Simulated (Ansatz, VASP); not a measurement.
MgF2: VASP beside Ansatz

```
Mg F
1.0
     4.55726    0.00000    0.00000
     0.00000    4.55726    0.00000
     0.00000    0.00000    3.01348
Mg F
2 4
Direct
  0.00000 0.00000 0.00000
  0.50000 0.50000 0.50000
  0.30301 0.30301 0.00000
  0.19699 0.80301 0.50000
  0.69699 0.69699 0.00000
  0.80301 0.19699 0.50000
```

Alike in both runs: functional LDA; k mesh 6 × 6 × 8; occupations fermi-dirac, width 0.02 eV; no spin polarisation.

Ansatz relaxed the structure, and its values are those at the end. VASP's run is a single point on that final structure, the one shown.

|  | VASP | Ansatz |
| --- | --- | --- |
| version | VASP 6.6.1 | Ansatz 0.2.0 |
| potentials or method | VASP PAW LDA potentials, release 64 (Mg, F), cutoff 600 eV | PAW plane waves |
| valence electrons in the cell | 32 | 48 |

VASP gave:

* gap on the k mesh at the Fermi level (eV): 7.05
* pressure (GPa): -2.2
* rms of the force components (eV/Å): 0.007

Question: Estimate Ansatz's values.

Answer: gap on the k mesh at the Fermi level (eV): 7.08; pressure (GPa): 0.0; rms of the force components (eV/Å): 0.001.

Ansatz warns that its potentials were made for another functional, while VASP's fit it. LDA's correlation is that of Perdew and Zunger in VASP and of Perdew and Wang (1992) in Ansatz. VASP's potentials hold 32 valence electrons a cell and Ansatz's 48, so a difference there can come from the potentials and not from the codes.
